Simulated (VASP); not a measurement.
Set up this calculation in VASP 6.6.1, as the native input.

| Quantity | Value |
| --- | --- |
| Task | single point |
| Functional | PBE |
| Potentials or basis | VASP PAW PBE potentials, release 64 (Al, C) |
| Cutoff | 520 eV |
| k mesh | 6 × 6 × 6 |
| Occupations | gaussian, width 0.1 eV |
| Spin | no spin polarisation |
| Dipole correction | no |
| Further INCAR settings | ALGO = Normal; EDIFF = 1e-06; NBANDS = 16 |

The structure of Al3C2 lies in POSCAR:

```
Al3C2
1.0
    5.3341429370      0.0000000000      0.0000000000
   -2.6670714685      4.6195032909      0.0000000000
    0.0000000000      0.0000000000      2.8804030503
Al C
3 2
Direct
    0.5000000000      0.0000000000      0.5000000000
    0.0000000000      0.5000000000      0.5000000000
    0.5000000000      0.5000000000      0.5000000000
    0.3333333333      0.6666666667      0.0000000000
    0.6666666667      0.3333333333      0.0000000000
```

The cell was generated, and may not be a known phase.

One way to write it, as run:

INCAR

```
SYSTEM = Al3C2
PREC = Accurate
ENCUT = 520
EDIFF = 1E-6
ISMEAR = 0
SIGMA = 0.1
LREAL = .FALSE.
LASPH = .TRUE.
NELM = 60
ALGO = Normal
ISIF = 2
LWAVE = .FALSE.
LCHARG = .FALSE.
GGA = PE
NBANDS = 16
```

KPOINTS

```
Automatic mesh
0
G
  6 6 6
  0 0 0
```

Potentials or basis: VASP PAW PBE potentials, release 64 (Al, C).

Command:

```bash
$ cat potpaw_PBE.64/Al/POTCAR potpaw_PBE.64/C/POTCAR > POTCAR
$ mpirun -np 1 vasp_std > vasp.out
```

It gave:

The pressure is -0.3 GPa and the band gap on the k mesh is zero (an odd number of electrons rules out a gap without spin polarisation).

Caveat: the k points lie up to 0.36 Å⁻¹ apart, too coarse for converged energies and pressures of a metal.

Run time: 14 s on 1 thread of Intel(R) Xeon(R) 6975P-C (Granite Rapids), with other jobs on the host, peak memory 0.19 GiB.
